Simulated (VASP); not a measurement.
Here is a VASP 6.6.1 calculation.

File INCAR:

```
SYSTEM = Pb
PREC = Accurate
ENCUT = 520
EDIFF = 1E-6
ISMEAR = 1
SIGMA = 0.05
LREAL = .FALSE.
LASPH = .TRUE.
NELM = 80
ALGO = Fast
ISIF = 2
LWAVE = .FALSE.
LCHARG = .FALSE.
GGA = PE
NBANDS = 21
```

Contents of KPOINTS:

```
regular mesh
0
G
  8 8 4
  0 0 0
```

POSCAR

```
Pb
1.0
    3.0386068135     -1.7503199600      0.0000000000
    3.0386068135      1.7503199600      0.0000000000
   -2.1154626375      0.0000000000      6.0952248674
Pb
2
Direct
    0.8992000000      0.9126090000      0.7288880000
    0.0934150000      0.0824840000      0.2714710000
```

Potentials or basis: VASP PAW PBE potentials, release 64 (Pb_d).

Launch:

```console
$ cat potpaw_PBE.64/Pb_d/POTCAR > POTCAR
$ mpirun -np 1 vasp_std > vasp.out
```

(1) Predict the largest force.

(2) Predict the band gap on the k mesh.

(3) What does it give for the pressure?

Answers

(1) 0.016 eV/Å.

(2) zero (band 14 reaches 12.71 eV, above the bottom of band 15 at 5.10 eV).

(3) 0.7 GPa.

Caveat: spin-orbit coupling is left out, which moves the levels of the heavy elements.
